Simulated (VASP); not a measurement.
AlRu: single point with PBE

The system is AlRu.

```
CELL_PARAMETERS angstrom
3.08135 0.00000 0.00000
0.00000 3.08135 0.00000
0.00000 0.00000 2.94673
ATOMIC_POSITIONS crystal
Al 0.00000 0.00000 0.00000
Ru 0.50000 0.50000 0.50000
```

This cell differs from its parent crystal: strain +0.030 along x and y, -0.015 along z.

```
Program                : VASP 6.6.1
Task                   : single point
Functional             : PBE
Potentials or basis    : VASP PAW PBE potentials, release 64 (Al, Ru_pv)
Cutoff                 : 520 eV
k mesh                 : 16 × 16 × 16
Occupations            : gaussian, width 0.15 eV
Spin                   : no spin polarisation
Dipole correction      : no
Further INCAR settings : ALGO = Fast; EDIFF = 1e-06; NBANDS = 16
```

```
Pressure : -5.8 GPa
```

Stress tensor (GPa, compression positive):
```
-8.21  0.00  0.00
 0.00 -8.21  0.00
 0.00  0.00 -1.06
```

Levels at points of the mesh, in eV from the Fermi level:
```csv
k point,band 6,band 7,band 8,band 9,band 10,band 11,band 12,band 13
"(0.00, 0.00, 0.00)",-3.36,-0.04,0.24,0.24,5.40,5.40,6.76,10.52
"(0.50, 0.00, 0.00)",-2.68,-1.70,-1.19,0.45,1.87,7.42,10.38,11.57
"(0.50, 0.50, 0.00)",-1.52,-1.52,-0.84,-0.84,1.23,4.60,5.58,10.91
"(0.00, 0.00, 0.50)",-2.49,-1.72,-1.72,0.26,2.59,7.42,10.42,10.42
"(0.50, 0.00, 0.50)",-1.43,-1.31,-1.16,-1.12,1.47,5.25,5.84,9.91
"(0.50, 0.50, 0.50)",-4.37,1.34,1.64,2.29,3.93,3.93,4.19,7.70
```

Run time: 62 s on 1 thread of Intel(R) Xeon(R) Platinum 8488C (Sapphire Rapids), with other jobs on the host, peak memory 0.28 GiB.

Caveat: the cell differs from its parent crystal (strain +0.030 along x and y, -0.015 along z).
